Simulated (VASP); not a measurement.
KCl (Sylvite):

```xyz
2
Lattice="0.0000 3.1465 3.1465 3.1465 0.0000 3.1465 3.1465 3.1465 0.0000" Properties=species:S:1:pos:R:3 pbc="T T T"
K     0.0000    0.0000    0.0000
Cl    3.1465    3.1465    3.1465
```

| Property | Result |
| --- | --- |
| Program | VASP 6.6.1 |
| Task | relaxation of cell and atoms |
| Functional | PBE |
| Potentials or basis | VASP PAW PBE potentials, release 64 (K_sv, Cl) |
| Cutoff | 600 eV |
| k mesh | 6 × 6 × 6 |
| Occupations | gaussian, width 0.02 eV |
| Spin | no spin polarisation |

At the start: pressure 0.8 GPa; volume 31.15 Å³/atom.

Q: How do energy, volume and symmetry change on relaxing?

A: Over 3 steps the energy falls by 3.5 meV/atom and the volume is 32.58 Å³/atom (+4.6 %); space group Fm-3m (No. 225, to 0.05 Å).

The path:
| step | energy change (eV) | largest force (eV/Å) | pressure (GPa) | volume (Å³) |
| --- | --- | --- | --- | --- |
| 1 | 0.0000 | 0.0000 | 0.82 | 62.30 |
| 2 | -0.0053 | 0.0000 | 0.37 | 63.75 |
| 3 | -0.0070 | 0.0000 | 0.00 | 65.16 |

Final structure:
```
K Cl
1.0
     0.00000    3.19382    3.19382
     3.19382    0.00000    3.19382
     3.19382    3.19382    0.00000
K Cl
1 1
Direct
  0.00000 0.00000 0.00000
  0.50000 0.50000 0.50000
```
